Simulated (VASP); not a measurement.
## PbS: electric field gradients with LDA

PbS:

```
CELL_PARAMETERS angstrom
0.00000 2.96500 2.96500
2.96500 0.00000 2.96500
2.96500 2.96500 0.00000
ATOMIC_POSITIONS crystal
Pb 0.00000 0.00000 0.00000
S 0.50000 0.50000 0.50000
```

- Program: VASP 6.6.1
- Task: electric field gradients
- Functional: LDA
- Potentials or basis: VASP PAW LDA potentials, release 64 (Pb_d, S)
- Cutoff: 520 eV
- k mesh: 7 × 7 × 7
- Occupations: fermi-dirac, width 0.01 eV
- Spin: no spin polarisation
- Dipole correction: no
- Further INCAR settings: ALGO = Normal; EDIFF = 1e-08; NBANDS = 17

```
Pressure : -2.6 GPa
```

Levels at points of the mesh, in eV from the Fermi level:
| k point | band 8 | band 9 | band 10 | band 11 | band 12 | band 13 |
| --- | --- | --- | --- | --- | --- | --- |
| (0.00, 0.00, 0.00) | -2.12 | -2.12 | -2.12 | 5.12 | 5.12 | 5.12 |

It took 15 s on 1 thread of Intel Xeon 8259CL, on a shared host, peak memory 0.16 GiB.

Caveat: this odd mesh misses L, where the gap lies, so gap, dielectric constants and Born charges aren't listed; without QUAD_EFG the Cq values of the log hold for a quadrupole moment of 1 mb, not for the nuclei; spin-orbit coupling is left out, which moves the levels of the heavy elements.
